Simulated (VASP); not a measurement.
# BP (R-3m) in VASP: notebook

BP is run at these levels: PBE; tasks: single point, relaxation of cell and atoms.

Program: VASP 6.6.1. These are calculated values, not measurements. Logs are shortened: lines on timing, memory, paths and dates and some standing lists are left out, and cuts for length are marked.

## (1) The cell of the first run

Symmetry: R-3m, No. 166, trigonal system. The conventional cell has a = 4.589 Å, b = 4.589 Å, c = 8.381 Å, α = 90.00°, β = 90.00°, γ = 120.00°. B (site symmetry 3m) has 1 B at 1.56 Å and 1 P at 1.87 Å within 2.1 Å. P (site symmetry 3m) has 1 B at 1.87 Å within 2.5 Å.

## (2) Single point, PBE

INCAR

```
SYSTEM = BP
PREC = Accurate ; ENCUT = 520
EDIFF = 1E-6 ; ISMEAR = 0
SIGMA = 0.1 ; LREAL = .False.
LASPH = .True. ; NELM = 100
ALGO = Normal ; ISIF = 2
LWAVE = .False. ; LCHARG = .False.
GGA = PE ; NBANDS = 16
```

KPOINTS

```
Automatic mesh
0
Gamma
  6 6 6
  0 0 0
```

POSCAR

```
BP
1.0
    2.2945301761      1.3247476148      2.7936208214
   -2.2945301761      1.3247476148      2.7936208214
    0.0000000000     -2.6494952296      2.7936208214
B P
2 2
Direct
    0.0932765405      0.0932765405      0.0932765405
    0.9067234595      0.9067234595      0.9067234595
    0.6837156401      0.6837156401      0.6837156401
    0.3162843599      0.3162843599      0.3162843599
```

Potentials or basis: VASP PAW PBE potentials, release 64 (B, P).

Launch:

```console
$ cat potpaw_PBE.64/B/POTCAR potpaw_PBE.64/P/POTCAR > POTCAR
$ mpirun -np 1 vasp_std > vasp.out
```

OUTCAR:

```text
SYSTEM = BP
   PREC = Accurate
   ENCUT = 520
   EDIFF = 1E-6
   ISMEAR = 0
   LREAL = .False.
   LASPH = .True.
   NELM = 100
   ISIF = 2
   GGA = PE

 ion  position               nearest neighbor table
   1  0.093  0.093  0.093-   2 1.56   4 1.87
   2  0.907  0.907  0.907-   1 1.56   3 1.87
   3  0.684  0.684  0.684-   2 1.87   4 2.66   4 2.66   4 2.66
   4  0.316  0.316  0.316-   1 1.87   3 2.66   3 2.66   3 2.66

  LATTYP: Found a trigonal (rhomboedric) cell.
 ALAT       =     3.8502132754
 COS(alpha) =     0.2896899349

  Lattice vectors:

 A1 = (   2.2945301761,   1.3247476148,   2.7936208214)
 A2 = (  -2.2945301761,   1.3247476148,   2.7936208214)
 A3 = (   0.0000000000,  -2.6494952296,   2.7936208214)

Analysis of symmetry for initial positions (statically):
=====================================================================
 Subroutine PRICEL returns:
 Original cell was already a primitive cell.

 Routine SETGRP: Setting up the symmetry group for a
 trigonal (rhombohedral) supercell.

 Subroutine GETGRP returns: Found 12 space group operations
 (whereof 12 operations were pure point group operations)
 out of a pool of 12 trial point group operations.

The static configuration has the point symmetry D_3d.

Analysis of symmetry for dynamics (positions and initial velocities):
=====================================================================
 Subroutine PRICEL returns:
 Original cell was already a primitive cell.

 Routine SETGRP: Setting up the symmetry group for a
 trigonal (rhombohedral) supercell.

 Subroutine GETGRP returns: Found 12 space group operations
 (whereof 12 operations were pure point group operations)
 out of a pool of 12 trial point group operations.

The dynamic configuration has the point symmetry D_3d.

 Subroutine INISYM returns: Found 12 space group operations
 (whereof 12 operations are pure point group operations),
 and found     1 'primitive' translations

----------------------------------------------------------------------------------------

                                     Primitive cell

  volume of cell :      50.9502

  direct lattice vectors                    reciprocal lattice vectors
     2.294530176  1.324747615  2.793620821     0.217909533  0.125810128  0.119319462
    -2.294530176  1.324747615  2.793620821    -0.217909533  0.125810128  0.119319462
     0.000000000 -2.649495230  2.793620821     0.000000000 -0.251620256  0.119319462

  length of vectors
     3.850213275  3.850213275  3.850213275     0.278477803  0.278477803  0.278477803

  position of ions in fractional coordinates (direct lattice)
     0.093276540  0.093276540  0.093276540
     0.906723459  0.906723459  0.906723459
     0.683715640  0.683715640  0.683715640
     0.316284360  0.316284360  0.316284360

  ion indices of the primitive-cell ions
   primitive index   ion index
                 1           1
                 2           2
                 3           3
                 4           4

----------------------------------------------------------------------------------------

 KPOINTS: Automatic mesh

Automatic generation of k-mesh.
 Grid dimensions read from file:
 generate k-points for:    6    6    6

 Generating k-lattice:

  Cartesian coordinates                     Fractional coordinates (reciprocal lattice)
     0.036318256  0.020968355  0.019886577     0.166666667  0.000000000  0.000000000
    -0.036318256  0.020968355  0.019886577     0.000000000  0.166666667  0.000000000
     0.000000000 -0.041936709  0.019886577     0.000000000  0.000000000  0.166666667

  Length of vectors
     0.046412967  0.046412967  0.046412967

  Shift w.r.t. Gamma in fractional coordinates (k-lattice)
     0.000000000  0.000000000  0.000000000

 Subroutine IBZKPT returns following result:
 ===========================================

 Found     32 irreducible k-points:

 Following reciprocal coordinates:
            Coordinates               Weight
  0.000000  0.000000  0.000000      1.000000
  0.166667 -0.000000  0.000000      6.000000
[... 46 lines left out ...]
 Fermi energy:         6.9017584228

 k-point     1 :       0.0000    0.0000    0.0000
  band No.  band energies     occupation
      1      -8.0385      2.00000
      2      -1.7000      2.00000
      3       0.8778      2.00000
      4       2.9135      2.00000
      5       2.9135      2.00000
      6       3.0528      2.00000
[... 8 lines left out ...]
     15      11.8100      0.00000
     16      14.7030      0.00000

 k-point     2 :       0.1667   -0.0000    0.0000
  band No.  band energies     occupation
      1      -7.7663      2.00000
      2      -2.3524      2.00000
      3       0.3816      2.00000
      4       2.4962      2.00000
      5       2.8018      2.00000
      6       3.0528      2.00000
[... 8 lines left out ...]
     15      12.5813      0.00000
     16      14.9521      0.00000

 k-point     3 :       0.3333   -0.0000    0.0000
  band No.  band energies     occupation
      1      -6.9602      2.00000
      2      -3.9716      2.00000
      3      -0.0692      2.00000
      4       2.1430      2.00000
      5       2.7529      2.00000
      6       3.5748      2.00000
[... 8 lines left out ...]
     15      13.9536      0.00000
     16      16.9353      0.00000

 k-point     4 :       0.5000    0.0000   -0.0000
  band No.  band energies     occupation
      1      -5.7559      2.00000
      2      -5.5502      2.00000
      3      -0.1578      2.00000
      4       1.9320      2.00000
      5       2.7886      2.00000
      6       3.6508      2.00000
[... 8 lines left out ...]
     15      15.0556      0.00000
     16      18.0984      0.00000
[... 324 lines left out ...]
 k-point    22 :      -0.1667    0.3333    0.1667
  band No.  band energies     occupation
      1      -6.3240      2.00000
      2      -3.8380      2.00000
      3      -1.6915      2.00000
      4       0.7039      2.00000
      5       2.0910      2.00000
      6       3.6708      2.00000
[... 8 lines left out ...]
     15      14.3454      0.00000
     16      15.7815      0.00000

 k-point    23 :       0.5000    0.5000    0.1667
  band No.  band energies     occupation
      1      -5.3388      2.00000
      2      -3.4914      2.00000
      3      -2.5202      2.00000
      4       0.0602      2.00000
      5       0.4192      2.00000
      6       3.5124      2.00000
[... 8 lines left out ...]
     15      14.7018      0.00000
     16      16.3010      0.00000

 k-point    24 :      -0.3333    0.5000    0.1667
  band No.  band energies     occupation
      1      -4.9965      2.00000
      2      -4.1862      2.00000
      3      -2.7801      2.00000
      4      -0.2067      2.00000
      5       1.5279      2.00000
      6       3.6873      2.00000
[... 8 lines left out ...]
     15      15.3019      0.00000
     16      15.7686      0.00000

 [... further k-points ...]

------------------------ aborting loop because EDIFF is reached ----------------------------------------

  FORCE on cell =-STRESS in cart. coord.  units (eV):
  Direction    XX          YY          ZZ          XY          YZ          ZX
  --------------------------------------------------------------------------------------
  -------------------------------------------------------------------------------------
  Total       -0.0372563     -0.0372563     -0.1675442      0.0000000      0.0000000     -0.0000000
  in kB       -1.1715612     -1.1715612     -5.2685886      0.0000000      0.0000000     -0.0000000
  external PRESSURE =      -2.5372370 kB  Pullay stress =       0.0000000 kB

 VOLUME and BASIS-vectors are now :
 -----------------------------------------------------------------------------
  energy-cutoff  :      520.00
  volume of cell :       50.95
      direct lattice vectors                 reciprocal lattice vectors
     2.294530176  1.324747615  2.793620821     0.217909533  0.125810128  0.119319462
    -2.294530176  1.324747615  2.793620821    -0.217909533  0.125810128  0.119319462
     0.000000000 -2.649495230  2.793620821     0.000000000 -0.251620256  0.119319462

 POSITION                                       TOTAL-FORCE (eV/Angst)
 -----------------------------------------------------------------------------------
      0.00000      0.00000      0.78174         0.000000     -0.000000      0.023046
      0.00000      0.00000      7.59912         0.000000      0.000000     -0.023046
      0.00000      0.00000      5.73013         0.000000     -0.000000      0.030766
      0.00000      0.00000      2.65074         0.000000      0.000000     -0.030766
 -----------------------------------------------------------------------------------
    total drift:                                0.000000      0.000000     -0.000000

  FREE ENERGIE OF THE ION-ELECTRON SYSTEM (eV)
  ---------------------------------------------------
  free  energy   TOTEN  =       -20.7620128797 eV

  energy  without entropy=      -20.7557993165  energy(sigma->0) =      -20.75890610
```

It took 12 s on 1 thread of AMD EPYC 9R45 (Zen 5), shared host; peak memory 0.14 GiB.

Results:

- Free energy: -20.7620 eV
- Pressure: -0.3 GPa
- Largest force: 0.031 eV/Å
- Band gap on the k mesh: zero (band 8 reaches 8.08 eV, above the bottom of band 9 at 4.17 eV)

Forces on the atoms (eV/Å):
```
B    0.000  0.000  0.023
B    0.000  0.000 -0.023
P    0.000  0.000  0.031
P    0.000  0.000 -0.031
```

Levels at points of the mesh, in eV from the Fermi level:
```tsv
k point	band 5	band 6	band 7	band 8	band 9	band 10	band 11	band 12
(0.00, 0.00, 0.00)	-3.99	-3.85	-2.46	-2.46	-1.45	2.47	2.47	3.46
(0.50, 0.00, 0.00)	-4.11	-3.25	-1.25	-1.07	-0.41	0.63	2.20	3.02
(0.50, 0.50, 0.00)	-5.12	-5.02	0.05	0.52	2.35	2.36	2.40	2.96
(0.50, 0.50, 0.50)	-4.82	-4.82	-4.32	-4.32	-1.86	6.08	6.08	6.83
```

## (3) Single point, PBE

This run uses another cell than the first one, of 15.41 Å³/atom, 1.210 times its volume.

INCAR

```
SYSTEM = BP
PREC = Accurate
ENCUT = 520
EDIFF = 1E-6
ISMEAR = 0
SIGMA = 0.1
LREAL = .False.
LASPH = .True.
NELM = 80
ALGO = Normal
ISIF = 2
LWAVE = .False.
LCHARG = .False.
GGA = PE
NBANDS = 16
```

KPOINTS is that of step 2.

POSCAR

```
BP
1.0
    2.4026611800      1.3871770800      3.0821128000
   -2.4026611800      1.3871770800      3.0821128000
    0.0000000000     -2.7743541600      3.0821128000
B P
2 2
Direct
    0.1133332500      0.1133332500      0.1133332500
    0.8866667500      0.8866667500      0.8866667500
    0.6066355000      0.6066355000      0.6066355000
    0.3933645000      0.3933645000      0.3933645000
```

Potentials or basis: VASP PAW PBE potentials, release 64 (B, P).

Launch:

```console
$ cat potpaw_PBE.64/B/POTCAR potpaw_PBE.64/P/POTCAR > POTCAR
$ mpirun -np 1 vasp_std > vasp.out
```

It took 12 s on 1 thread of AMD EPYC 9R45 (Zen 5), shared host; peak memory 0.15 GiB.

Results (log left out):

```
Free energy            : -16.2186 eV
Pressure               : -9.9 GPa
Largest force          : 3.460 eV/Å
Band gap on the k mesh : zero (band 8 reaches 5.81 eV, above the bottom of band 9 at 3.13 eV)
```

Forces on the atoms (eV/Å):
```
B    0.000  0.000 -1.704
B    0.000  0.000  1.704
P    0.000  0.000  3.460
P    0.000  0.000 -3.460
```

Stress tensor (GPa, compression positive):
```
-13.68   0.00   0.00
  0.00 -13.68   0.00
  0.00   0.00  -2.49
```

Levels at points of the mesh, in eV from the Fermi level:
| k point | band 5 | band 6 | band 7 | band 8 | band 9 | band 10 | band 11 | band 12 |
| --- | --- | --- | --- | --- | --- | --- | --- | --- |
| (0.00, 0.00, 0.00) | -3.03 | -2.82 | -1.42 | -1.42 | -0.74 | 0.40 | 1.15 | 1.15 |
| (0.50, 0.00, 0.00) | -2.55 | -2.12 | -1.70 | -1.43 | -0.25 | 0.35 | 2.16 | 2.25 |
| (0.50, 0.50, 0.00) | -4.75 | -4.63 | 0.12 | 0.90 | 2.31 | 2.32 | 2.46 | 2.60 |
| (0.50, 0.50, 0.50) | -4.20 | -4.20 | -2.42 | -2.42 | 0.13 | 1.28 | 4.65 | 4.65 |

Caveat: forces of over 1 eV/Å act on the atoms, so gaps and moduli don't describe the material at rest.

## (4) Relaxation of cell and atoms, PBE

This run uses another cell than the first one, of 15.41 Å³/atom, 1.210 times its volume.

INCAR

```
SYSTEM = BP
  ALGO = Normal
  EDIFF = 1E-7
  EDIFFG = -0.04
  ENCUT = 600
  GGA = PE
  IBRION = 2
  ISIF = 3
  ISMEAR = 0
  LASPH = .TRUE.
  LCHARG = .FALSE.
  LREAL = .FALSE.
  LWAVE = .FALSE.
  NELM = 60
  NSW = 90
  PREC = Accurate
  SIGMA = 0.1
```

KPOINTS

```
k-points
0
G
  6 6 6
  0 0 0
```

POSCAR is that of step 3.

Launch:

```console
$ cat potpaw_PBE.64/B/POTCAR potpaw_PBE.64/P/POTCAR > POTCAR
$ mpirun -np 1 vasp_std > vasp.out
```

Run time: 4.5 min. Hardware: 1 thread of AMD EPYC 9R45 (Zen 5), shared host; peak memory 0.19 GiB.

It converged, with:

```
Free energy                            : -20.7655 eV
Relaxed volume                         : 12.73 Å³/atom
Relaxed cell                           : a = 3.848 Å, b = 3.848 Å, c = 3.848 Å, α = 73.20°, β = 73.20°, γ = 73.20°
Space group after relaxing (to 0.05 Å) : R-3m (No. 166)
Energy gained by relaxing              : 1136.5 meV/atom
Ionic steps                            : 28
Pressure after relaxing                : -0.1 GPa
Largest force after relaxing           : 0.035 eV/Å
Band gap on the k mesh                 : zero (band 8 reaches 8.09 eV, above the bottom of band 9 at 4.18 eV)
```

Forces in eV/Å, atoms in the order of the input:
```
B    0.000  0.000 -0.035
B    0.000  0.000  0.035
P    0.000  0.000  0.007
P    0.000  0.000 -0.007
```

The path:
```
step  energy change (eV)  largest force (eV/Å)  pressure (GPa)  volume (Å³)
   1              0.0000                3.4593           -9.94        61.63
   2             -1.5753                1.5002          -16.58        53.44
   3             -2.5201                1.3237            4.57        42.45
   4             -2.5578                0.9159           -3.29        44.56
   5             -2.5621                0.9646           -1.27        43.94
   6             -3.4455                2.0327            9.68        41.42
   7             -1.8608                6.0926           67.93        37.35
   8             -3.6284                2.0354           15.50        40.65
   9             -3.5594                1.7097           34.58        39.05
  10             -3.7230                2.0633           22.75        39.94
  11             -3.8451                0.5200           26.34        40.31
  12             -3.8453                0.3884           26.65        40.33
  13             -4.0347                0.3112           20.84        41.62
  14             -4.3326                1.9158            7.05        45.65
  15             -4.3536                2.2721            3.32        47.05
  16             -4.4525                1.3266            1.22        48.12
  17             -4.5031                0.7057           -0.78        49.55
  18             -4.5192                0.4639            0.48        49.61
  19             -4.5230                0.2732            1.47        49.65
  20             -4.5302                0.1789            1.09        49.94
  21             -4.5343                0.4114            0.58        50.37
  22             -4.5405                0.2559           -0.15        50.74
  23             -4.5430                0.1613           -0.97        51.16
  24             -4.5449                0.0767           -0.34        51.07
  25             -4.5450                0.1137           -0.19        51.05
  26             -4.5458                0.0057           -0.01        50.96
  27             -4.5458                0.0521            0.06        50.92
  28             -4.5461                0.0354           -0.10        50.90
```

Final structure:
```xyz
4
Lattice="2.2945 1.3247 2.7912 -2.2945 1.3247 2.7912 0.0000 -2.6494 2.7912" Properties=species:S:1:pos:R:3 pbc="T T T"
B     0.0000    0.0000    0.7822
B     0.0000    0.0000    7.5912
P     0.0000    0.0000    5.7243
P     0.0000    0.0000    2.6492
```

Levels at points of the mesh, in eV from the Fermi level:
| k point | band 5 | band 6 | band 7 | band 8 | band 9 | band 10 | band 11 | band 12 |
| --- | --- | --- | --- | --- | --- | --- | --- | --- |
| (0.00, 0.00, 0.00) | -3.99 | -3.85 | -2.45 | -2.45 | -1.44 | 2.47 | 2.47 | 4.10 |
| (0.50, 0.00, 0.00) | -4.11 | -3.24 | -1.26 | -1.07 | -0.41 | 0.63 | 2.21 | 3.01 |
| (0.50, 0.50, 0.00) | -5.12 | -5.01 | 0.05 | 0.52 | 2.35 | 2.35 | 2.40 | 2.97 |
| (0.50, 0.50, 0.50) | -4.82 | -4.82 | -4.32 | -4.32 | -1.86 | 6.09 | 6.09 | 6.85 |

Caveat: the volume moved by over 15 % at a fixed basis, so the end points are rough.

## (5) Single point, PBE

This run uses another cell than the first one, of 12.64 Å³/atom, 0.993 times its volume.

INCAR

```
  PREC = Accurate
  ENCUT = 520
  EDIFF = 1E-7
  ISMEAR = 0
  SIGMA = 0.1
  LREAL = False
  LASPH = True
  NELM = 100
  ALGO = Normal
  ISIF = 2
  LWAVE = False
  LCHARG = False
  GGA = PE
  NBANDS = 16
```

KPOINTS

```
Automatic mesh
0
Gamma
  12 12 12
```

POSCAR

```
BP
1.0
    2.2923022515      1.3234613220      2.7786980588
   -2.2923022515      1.3234613220      2.7786980588
    0.0000000000     -2.6469226440      2.7786980588
B P
2 2
Direct
    0.0936265669      0.0936265669      0.0936265669
    0.9063734331      0.9063734331      0.9063734331
    0.6825953461      0.6825953461      0.6825953461
    0.3174046539      0.3174046539      0.3174046539
```

Launch:

```console
$ cat potpaw_PBE.64/B/POTCAR potpaw_PBE.64/P/POTCAR > POTCAR
$ mpirun -np 1 vasp_std > vasp.out
```

Wall time 71 s (1 thread of AMD EPYC 9R45 (Zen 5), shared host); peak memory 0.23 GiB.

It converged, with:

* Free energy: -20.7599 eV
* Pressure: -0.1 GPa
* Largest force: 0.035 eV/Å
* Band gap on the k mesh: zero (band 8 reaches 8.15 eV, above the bottom of band 9 at 4.27 eV)

Forces on the atoms (eV/Å):
```
B    0.000  0.000  0.035
B    0.000  0.000 -0.035
P    0.000  0.000  0.029
P    0.000  0.000 -0.029
```

Stress tensor (GPa, compression positive):
```
-0.05  0.00  0.00
 0.00 -0.05  0.00
 0.00  0.00 -0.35
```

Levels at points of the mesh, in eV from the Fermi level:
| k point | band 5 | band 6 | band 7 | band 8 | band 9 | band 10 | band 11 | band 12 |
| --- | --- | --- | --- | --- | --- | --- | --- | --- |
| (0.00, 0.00, 0.00) | -4.07 | -3.91 | -2.54 | -2.54 | -1.46 | 2.43 | 2.43 | 3.45 |
| (0.50, 0.00, 0.00) | -4.18 | -3.27 | -1.29 | -1.13 | -0.50 | 0.56 | 2.15 | 2.88 |
| (0.50, 0.50, 0.00) | -5.23 | -5.04 | -0.04 | 0.46 | 2.28 | 2.29 | 2.32 | 2.97 |
| (0.50, 0.50, 0.50) | -4.90 | -4.90 | -4.43 | -4.43 | -1.88 | 6.10 | 6.10 | 6.82 |

## (6) The runs side by side

| task | cell | k mesh | cutoff (eV) | gap on the mesh (eV) | pressure (GPa) | largest force (eV/Å) |
| --- | --- | --- | --- | --- | --- | --- |
| single point | a = 3.850 Å, angles 73.2°, 4 atoms | 6 × 6 × 6 | 520 | none | -0.3 | 0.03 |
| single point | a = 4.147 Å, angles 70.8°, 4 atoms | 6 × 6 × 6 | 520 | none | -9.9 | 3.46 |
| relaxation of cell and atoms | relaxed from a = 4.147 Å, angles 70.8°, 4 atoms | 6 × 6 × 6 | 600 | none | -0.1 | 0.04 |
| single point | a = 3.838 Å, angles 73.4°, 4 atoms | 12 × 12 × 12 | 520 | none | -0.1 | 0.03 |

Alike in all rows: level PBE; potentials or basis VASP PAW PBE potentials, release 64 (B, P); no spin polarisation; smearing gaussian 0.1 eV.

Caveats: forces of over 1 eV/Å act on the atoms, so gaps and moduli don't describe the material at rest (some runs); the volume moved by over 15 % at a fixed basis, so the end points are rough (some runs).

Absolute energies hang on the potentials; compare differences alone.
